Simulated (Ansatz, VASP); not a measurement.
## One calculation of CsCaF3, two programs

```
Cs Ca F
1.0
     4.65615    0.00000    0.00000
     0.00000    4.65615    0.00000
     0.00000    0.00000    4.38492
Cs Ca F
1 1 3
Direct
  0.00000 0.00000 0.00000
  0.50000 0.50000 0.50000
  0.00000 0.50000 0.50000
  0.50000 0.00000 0.50000
  0.50000 0.50000 0.00000
```

Change from the starting cell: strain +0.030 along x and y, -0.030 along z, atoms carried along.

Alike in both runs: task single point; functional LDA; k mesh 6 × 6 × 6; occupations gaussian, width 0.05 eV; no spin polarisation.

|  | VASP | Ansatz |
| --- | --- | --- |
| version | VASP 6.6.1 | Ansatz 0.2.0 |
| potentials or method | VASP PAW LDA potentials, release 64 (Cs_sv, Ca_sv, F), cutoff 520 eV | scalar-relativistic, plane waves, PAW |
| valence electrons in the cell | 40 | 40 |

```csv
,VASP,Ansatz,Ansatz less VASP
gap on the k mesh at the Fermi level (eV),6.57,6.58,+0.014
least direct gap on the mesh (eV),6.59,6.61,+0.015
pressure (GPa),-4.8,-4.9,-0.19
"traceless stress, the component that is largest in VASP (GPa)",2.90,2.77,-0.134
```

LDA's correlation is that of Perdew and Zunger in VASP and of Perdew and Wang (1992) in Ansatz.

Neither program's run includes spin-orbit coupling.
